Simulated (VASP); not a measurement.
Ge2F3:

```xyz
5
Lattice="4.5707 0.0000 0.0000 -2.2853 3.9583 0.0000 0.0000 0.0000 4.2184" Properties=species:S:1:pos:R:3 pbc="T T T"
Ge    0.0000    0.0000    3.2243
Ge    0.0000    0.0000    0.9941
F     2.2853    0.0000    0.0000
F    -1.1427    1.9792    0.0000
F     1.1427    1.9792    0.0000
```

The cell was generated, and may not be a known phase.

* Program: VASP 6.6.1
* Task: relaxation of cell and atoms
* Functional: PBE
* Potentials or basis: VASP PAW PBE potentials, release 64 (Ge_d, F)
* Cutoff: 600 eV
* k mesh: 6 × 6 × 4
* Occupations: gaussian, width 0.1 eV
* Spin: no spin polarisation

At the start: pressure 18.5 GPa; volume 15.26 Å³/atom.

Where does the relaxation end?

Over 15 steps the energy falls by 348.0 meV/atom and the volume is 19.63 Å³/atom (+28.6 %); space group P6/mmm (No. 191, to 0.1 Å) before and after.

Step by step:
```csv
step,energy change (eV),largest force (eV/Å),pressure (GPa),volume (Å³)
1,0.0000,3.4086,18.48,76.32
2,0.1114,5.6591,-1.88,96.42
3,-0.7731,4.7862,5.18,83.91
4,-1.6805,0.9675,-1.20,98.80
5,-1.6903,0.8402,-1.70,100.08
6,-1.7021,0.7968,-1.80,100.48
7,-1.7026,0.7259,-2.11,101.30
8,-1.7028,0.7676,-1.92,100.83
9,-1.7115,0.6609,1.11,96.62
10,-1.7285,0.0328,-0.31,98.46
11,-1.7373,0.0944,0.06,97.70
12,-1.7383,0.1240,0.23,97.33
13,-1.7395,0.0194,0.24,97.59
14,-1.7395,0.0505,0.23,97.65
15,-1.7398,0.0290,-0.08,98.16
```

Final structure:
```
Ge F
1.0
     4.62483    0.00000    0.00000
    -2.31241    4.00522    0.00000
     0.00000    0.00000    5.29919
Ge F
2 3
Direct
  0.00000 0.00000 0.78313
  0.00000 0.00000 0.21687
  0.50000 0.00000 0.00000
  0.00000 0.50000 0.00000
  0.50000 0.50000 0.00000
```

Caveat: the k points lie up to 0.30 Å⁻¹ apart in the final cell, too coarse for converged energies and pressures of a metal; the volume moved by over 15 % at a fixed basis, so the end points are rough; an odd number of electrons without spin polarisation forces a metal; a magnetic or distorted state may lie lower.
